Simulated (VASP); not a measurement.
Zn: electric field gradients with PBEsol

Zn:

```
Zn
1.0
     2.69987    0.00000    0.00000
    -1.34993    2.33815    0.00000
     0.00000    0.00000    5.01180
Zn
2
Cartesian
  0.0000 1.5588 1.2529
  1.3499 0.7794 3.7588
```

This cell differs from its parent crystal: volume scaled by 1.04.

```
Program                : VASP 6.6.1
Task                   : electric field gradients
Functional             : PBEsol
Potentials or basis    : VASP PAW PBE potentials, release 64 (Zn)
Cutoff                 : 520 eV
k mesh                 : 16 × 16 × 8
Occupations            : fermi-dirac, width 0.03 eV
Spin                   : no spin polarisation
Dipole correction      : no
Further INCAR settings : ALGO = Normal; EDIFF = 1e-08; NBANDS = 19
```

```yaml
Pressure: -7.4 GPa
Band_gap_on_the_k_mesh: zero (band 12 reaches 3.88 eV, above the bottom of band 13 at -0.40 eV)
```

Stress tensor (GPa, compression positive):
```
-7.82  0.00  0.00
 0.00 -7.82  0.00
 0.00  0.00 -6.52
```

Levels at points of the mesh, in eV from the Fermi level:
| k point | band 9 | band 10 | band 11 | band 12 | band 13 | band 14 | band 15 | band 16 |
| --- | --- | --- | --- | --- | --- | --- | --- | --- |
| (0.00, 0.00, 0.00) | -7.24 | -7.05 | -7.05 | -3.50 | -3.11 | 13.21 | 16.79 | 16.83 |
| (0.50, 0.00, 0.00) | -6.88 | -6.86 | -2.78 | -2.20 | 2.47 | 3.44 | 3.79 | 5.56 |
| (0.00, 0.00, 0.50) | -7.13 | -7.13 | -7.13 | -7.13 | 4.41 | 4.41 | 18.07 | 18.07 |
| (0.50, 0.00, 0.50) | -6.87 | -6.87 | -1.80 | -1.80 | -0.03 | -0.03 | 9.81 | 9.81 |

Electric field gradients, principal values (V/Å²):
| atom | least | middle | greatest (by size) |
| --- | --- | --- | --- |
| 1 Zn | -17.609 | -17.626 | 35.235 |
| 2 Zn | -17.609 | -17.626 | 35.235 |

Wall time 35 s on 1 thread of AMD EPYC 9R45 96-Core Processor (Zen 5) (shared host), peak memory 0.16 GiB.

Caveat: without QUAD_EFG the Cq values of the log hold for a quadrupole moment of 1 mb, not for the nuclei; the PAW data sets were made with another functional, which shifts forces and pressure a little.
